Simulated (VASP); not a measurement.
Here is a VASP 6.6.1 calculation.

The input INCAR:

```
SYSTEM = NbN
PREC = Accurate
ENCUT = 600
EDIFF = 1E-6
ISMEAR = -1
SIGMA = 0.1
LREAL = .FALSE.
LASPH = .TRUE.
NELM = 120
ALGO = Normal
ISIF = 2
LWAVE = .FALSE.
LCHARG = .FALSE.
GGA = PE
NBANDS = 16
ISYM = 0
GGA_COMPAT = .FALSE.
```

File KPOINTS:

```
Automatic mesh
0
Gamma
  7 7 7
  0.5 0.5 0.5
```

File POSCAR:

```
NbN
1.0
    0.0000000000      2.2003970000      2.2003970000
    2.2003970000      0.0000000000      2.2003970000
    2.2003970000      2.2003970000      0.0000000000
Nb N
1 1
Direct
    0.5000000000      0.5000000000      0.5000000000
    0.0000000000      0.0000000000      0.0000000000
```

Potentials or basis: VASP PAW PBE potentials, release 64 (Nb_sv, N).

Run with:

```console
$ cat potpaw_PBE.64/Nb_sv/POTCAR potpaw_PBE.64/N/POTCAR > POTCAR
$ mpirun -np 1 vasp_std > vasp.out
```

Problem. Predict the band gap on the k mesh.

Solution. Zero (bands 9 and 10 overlap by 3.28 eV).

Problem. Estimate the pressure.

Solution. 4.1 GPa.

Caveat: the cell stands under pressure.
